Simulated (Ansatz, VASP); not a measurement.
## BP in VASP and in Ansatz

```
B P
1.0
     0.00000    2.22292    2.25585
     2.22292    0.00000    2.25585
     2.22292    2.22292    0.00000
B P
1 1
Direct
  0.00000 0.00000 0.00000
  0.25000 0.25000 0.25000
```

Alike in both runs: task single point; functional LDA; k mesh 10 × 10 × 10; no spin polarisation.

|  | VASP | Ansatz |
| --- | --- | --- |
| version | VASP 6.6.1 | Ansatz 0.2.0 |
| potentials or method | VASP PAW LDA potentials, release 64 (B, P), cutoff 500 eV | scalar-relativistic, plane waves, PAW |
| occupations | gaussian, width 0.01 eV | fixed |
| valence electrons in the cell | 8 | 8 |

|  | VASP | Ansatz | Ansatz less VASP |
| --- | --- | --- | --- |
| gap on the k mesh at the Fermi level (eV) | 1.02 | 1.02 | -0.001 |
| least direct gap on the mesh (eV) | 3.38 | 3.38 | -0.003 |
| pressure (GPa) | 2.6 | 2.8 | +0.13 |
| traceless stress, the component that is largest in VASP (GPa) | -2.78 | -2.77 | +0.005 |

Ansatz warns that its potentials were made for another functional, while VASP's fit it. LDA's correlation is that of Perdew and Zunger in VASP and of Perdew and Wang (1992) in Ansatz.
